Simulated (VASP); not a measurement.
# HoSiI4: single point with PBE

HoSiI4:

```xyz
6
Lattice="0.0000 4.7149 4.7149 4.7149 0.0000 4.7149 4.7149 4.7149 0.0000" Properties=species:S:1:pos:R:3 pbc="T T T"
Ho    0.0000    0.0000    0.0000
Si    7.0723    7.0723    7.0723
I     3.5319    5.8979    5.8979
I     3.5319    3.5319    3.5319
I     5.8979    3.5319    5.8979
I     5.8979    5.8979    3.5319
```

The cell was built from a structure type or drawn by symmetry, and may not be a known phase.

```yaml
Program: VASP 6.6.1
Task: single point
Functional: PBE
Potentials_or_basis: VASP PAW PBE potentials, release 64 (Ho_3, Si, I), 4f in core
Cutoff: 500 eV
k_mesh: 3 × 3 × 3
Occupations: gaussian, width 0.2 eV
Spin: no spin polarisation
```

```
Pressure               : 0.0 GPa
Largest force          : 0.077 eV/Å
Band gap on the k mesh : zero (an odd number of electrons rules out a gap without spin polarisation)
```

Forces in eV/Å, atoms in the order of the input:
```
Ho   0.000  0.000  0.000
Si   0.000  0.000  0.000
I    0.044 -0.044 -0.044
I    0.044  0.044  0.044
I   -0.044  0.044 -0.044
I   -0.044 -0.044  0.044
```

Levels at points of the mesh, in eV from the Fermi level:
| k point | band 18 | band 19 | band 20 | band 21 | band 22 | band 23 | band 24 | band 25 |
| --- | --- | --- | --- | --- | --- | --- | --- | --- |
| (0.00, 0.00, 0.00) | -0.49 | -0.49 | -0.49 | -0.15 | 0.45 | 0.45 | 0.45 | 1.59 |

Run time: 28 s on 1 thread of Intel(R) Xeon(R) 6975P-C (Granite Rapids), with other jobs on the host, peak memory 0.35 GiB.

Caveat: the k points lie up to 0.38 Å⁻¹ apart, too coarse for converged energies and pressures of a metal; spin-orbit coupling is left out, which moves the levels of the heavy elements; the 4f electrons are frozen in the core, so they carry no moment and show no levels; an odd number of electrons without spin polarisation forces a metal; a magnetic or distorted state may lie lower; the run has no spin polarisation, though such a crystal can be magnetic. Spin polarisation is off, so any magnetic state and its effect on volume and gap are missing.
